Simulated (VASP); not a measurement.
# O (P4/mmm) in VASP: single point with LDA

Aim: the single point of O with LDA.

Program: VASP 6.6.1. These are calculated values, not measurements. Logs are shortened: lines on timing, memory, paths and dates and some standing lists are left out, and cuts for length are marked.

## 1. The cell of the first run

It takes space group P4/mmm (No. 123, tetragonal). Conventional cell: a = 2.565 Å, b = 2.565 Å, c = 5.172 Å, α = 90.00°, β = 90.00°, γ = 90.00°. O (site symmetry 4/mmm) has 4 O at 2.57 Å within 3.4 Å.

## 2. Single point, LDA

File INCAR:

```
PREC     = Accurate       # precision mode
ENCUT    = 520            # plane-wave cutoff, eV
EDIFF    = 1E-6           # SCF threshold, eV
ISMEAR   = 1              # smearing method
SIGMA    = 0.1            # smearing width, eV
LREAL    = False          # projectors in reciprocal space
LASPH    = True           # aspherical terms in the spheres
NELM     = 80             # most SCF steps
ALGO     = Normal         # electronic algorithm
ISIF     = 2              # what is computed and relaxed
LWAVE    = False          # write WAVECAR
LCHARG   = False          # write CHGCAR
GGA      = CA             # functional
NBANDS   = 13             # bands
```

File KPOINTS:

```
regular mesh
0
Gamma
  5 5 4
```

File POSCAR:

```
O
1.0
    3.6275200000      0.0000000000      0.0000000000
    0.0000000000      3.6275200000      0.0000000000
    0.0000000000      0.0000000000      5.1721960000
O
2
Direct
    0.0000000000      0.0000000000      0.5000000000
    0.5000000000      0.5000000000      0.5000000000
```

Potentials or basis: VASP PAW LDA potentials, release 64 (O).

On the command line:

```sh
cat potpaw_LDA.64/O/POTCAR > POTCAR
mpirun -np 1 vasp_std > vasp.out
```

OUTCAR:

```text
PREC = Accurate
   ENCUT = 520
   EDIFF = 1E-6
   ISMEAR = 1
   LREAL = False
   LASPH = True
   NELM = 80
   ISIF = 2
   GGA = CA

 ion  position               nearest neighbor table
   1  0.000  0.000  0.500-
   2  0.500  0.500  0.500-

  LATTYP: Found a simple tetragonal cell.
 ALAT       =     3.6275200000
 C/A-ratio  =     1.4258214979

  Lattice vectors:

 A1 = (   3.6275200000,   0.0000000000,   0.0000000000)
 A2 = (   0.0000000000,   3.6275200000,   0.0000000000)
 A3 = (   0.0000000000,   0.0000000000,   5.1721960000)

Analysis of symmetry for initial positions (statically):
=====================================================================
 Subroutine PRICEL returns following result:

  LATTYP: Found a simple tetragonal cell.
 ALAT       =     2.5650439909
 C/A-ratio  =     2.0164160998

  Lattice vectors:

 A1 = (   1.8137600000,  -1.8137600000,   0.0000000000)
 A2 = (   1.8137600000,   1.8137600000,   0.0000000000)
 A3 = (   0.0000000000,   0.0000000000,   5.1721960000)

   2 primitive cells build up your supercell.

 Routine SETGRP: Setting up the symmetry group for a
 simple tetragonal supercell.

 Subroutine GETGRP returns: Found 16 space group operations
 (whereof 16 operations were pure point group operations)
 out of a pool of 16 trial point group operations.

The static configuration has the point symmetry D_4h.

Analysis of symmetry for dynamics (positions and initial velocities):
=====================================================================
 Subroutine PRICEL returns following result:

  LATTYP: Found a simple tetragonal cell.
 ALAT       =     2.5650439909
 C/A-ratio  =     2.0164160998

  Lattice vectors:

 A1 = (   1.8137600000,  -1.8137600000,   0.0000000000)
 A2 = (   1.8137600000,   1.8137600000,   0.0000000000)
 A3 = (   0.0000000000,   0.0000000000,   5.1721960000)

   2 primitive cells build up your supercell.

 Routine SETGRP: Setting up the symmetry group for a
 simple tetragonal supercell.

 Subroutine GETGRP returns: Found 16 space group operations
 (whereof 16 operations were pure point group operations)
 out of a pool of 16 trial point group operations.

The dynamic configuration has the point symmetry D_4h.

 Subroutine INISYM returns: Found 16 space group operations
 (whereof 16 operations are pure point group operations),
 and found     2 'primitive' translations

[... 92 lines left out ...]
   ISYM   =      2    0-nonsym 1-usesym 2-fastsym
   POTIM  = 0.5000    time-step for ionic-motion
   TEBEG  =    0.0;   TEEND  =   0.0 temperature during run
   PSTRESS=    0.0 pullay stress
   NELECT =      12.0000    total number of electrons
   NUPDOWN=      -1.0000    fix difference up-down
   EMIN   =  10.00;   EMAX   =-10.00  energy-range for DOS
   EFERMI =   0.00;   METHOD = LEGACY
   ISMEAR =     1;   SIGMA  =   0.10  broadening in eV -4-tet -1-fermi 0-gaus
   EFERMI_NEDOS =   21; number of points for ismear=-14 and -15
   IALGO  =     38    algorithm
   IMIX   =      4    mixing-type and parameters
     AMIX     =   0.40;   BMIX     =  1.00
     AMIX_MAG =   1.60;   BMIX_MAG =  1.00
  volume/ion in A,a.u.               =      34.03       229.65
  Fermi-wavevector in a.u.,A,eV,Ry     =   0.917988  1.734746 11.465658  0.842702
  Thomas-Fermi vector in A             =   2.043019
   LORBIT       =      0    0 simple, 1 ext, 2 COOP (PROOUT), +10 PAW based schemes
   GGA     = CA    functional components
   LHFCALC =     F    Hartree Fock is set to
   AEXX    =    0.0000 exact exchange contribution
   IVDW    =     0    specifies the selected vdW correction
   LEPSILON=     F    determine dielectric tensor
   LRPA    =     F    only Hartree local field effects (RPA)
 non-spin polarized calculation
 Methfessel and Paxton  Order N= 1 SIGMA  =   0.10
  energy-cutoff  :      520.00
  volume of cell :       68.06
 maximum number of plane-waves:      1875
 NGX is ok and might be reduce to    28
   NGX = 13   NGY = 13   NGZ = 19

 number of electron      12.0000008 magnetization

 Free energy of the ion-electron system (eV)
  ---------------------------------------------------
  ext. energy  EPLUGINS =         0.00000000
  ---------------------------------------------------
  free energy    TOTEN  =        -3.44107017 eV

  energy without entropy =       -3.43746895  energy(sigma->0) =       -3.43986976

 E-fermi :  -7.2324     XC(G=0):  -5.5353

 val. band max:       -7.2508380128   @ k =   0.4000   0.0000   0.0000
 cond. band min:      -7.1405282392   @ k =   0.4000   0.2000   0.0000
 fundamental gap:      0.1103097736
 Fermi energy:        -7.2324131503

 k-point     1 :       0.0000    0.0000    0.0000
  band No.  band energies     occupation
      1     -22.9475      2.00000
      2     -21.5320      2.00000
      3      -8.6452      2.00000
      4      -8.6452      2.00000
      5      -8.0451      2.00000
      6      -6.8750     -0.00001
      7      -6.4790     -0.00000
      8      -6.4790     -0.00000
      9       1.0032      0.00000
     10       6.5125      0.00000
     11       7.7477      0.00000
     12       7.7829      0.00000
     13      12.1853      0.00000
[... 258 lines left out ...]
  band No.  band energies     occupation
      1     -22.2669      2.00000
      2     -22.1290      2.00000
      3      -9.3413      2.00000
      4      -9.1538      2.00000
      5      -7.4557      2.00703
      6      -7.3361      2.05707
      7      -6.4560     -0.00000
      8      -6.2295     -0.00000
      9       5.0133      0.00000
     10       6.2998      0.00000
     11       7.3052      0.00000
     12       7.8017      0.00000
     13       8.5455      0.00000

------------------------ aborting loop because EDIFF is reached ----------------------------------------

  FORCE on cell =-STRESS in cart. coord.  units (eV):
  Direction    XX          YY          ZZ          XY          YZ          ZX
  --------------------------------------------------------------------------------------
  -------------------------------------------------------------------------------------
  Total       -6.8580961     -6.8580961     -0.0642232      0.0000000      0.0000000      0.0000000
  in kB     -161.4431196   -161.4431196     -1.5118473      0.0000000      0.0000000      0.0000000
  external PRESSURE =    -108.1326955 kB  Pullay stress =       0.0000000 kB

 VOLUME and BASIS-vectors are now :
 -----------------------------------------------------------------------------
  energy-cutoff  :      520.00
  volume of cell :       68.06
      direct lattice vectors                 reciprocal lattice vectors
     3.627520000  0.000000000  0.000000000     0.275670430  0.000000000  0.000000000
     0.000000000  3.627520000  0.000000000     0.000000000  0.275670430  0.000000000
     0.000000000  0.000000000  5.172196000     0.000000000  0.000000000  0.193341474

 POSITION                                       TOTAL-FORCE (eV/Angst)
 -----------------------------------------------------------------------------------
      0.00000      0.00000      2.58610         0.000000      0.000000      0.000000
      1.81376      1.81376      2.58610        -0.000000     -0.000000     -0.000000
 -----------------------------------------------------------------------------------
    total drift:                                0.000000      0.000000      0.000000

  FREE ENERGIE OF THE ION-ELECTRON SYSTEM (eV)
  ---------------------------------------------------
  free  energy   TOTEN  =        -3.4410701686 eV

  energy  without entropy=       -3.4374689534  energy(sigma->0) =       -3.43986976
```

It took 7.6 s on 1 thread of AMD EPYC 7R13 (Zen 3), shared host; peak memory 0.11 GiB.

Results:

| Item | Value |
| --- | --- |
| Free energy | -3.4411 eV |
| Pressure | -10.8 GPa |
| Band gap on the k mesh | zero (bands 6 and 7 overlap by 0.42 eV) |

Stress tensor (GPa, compression positive):
```
-16.14   0.00   0.00
  0.00 -16.14   0.00
  0.00   0.00  -0.15
```

Caveat: the cell stands under tension.
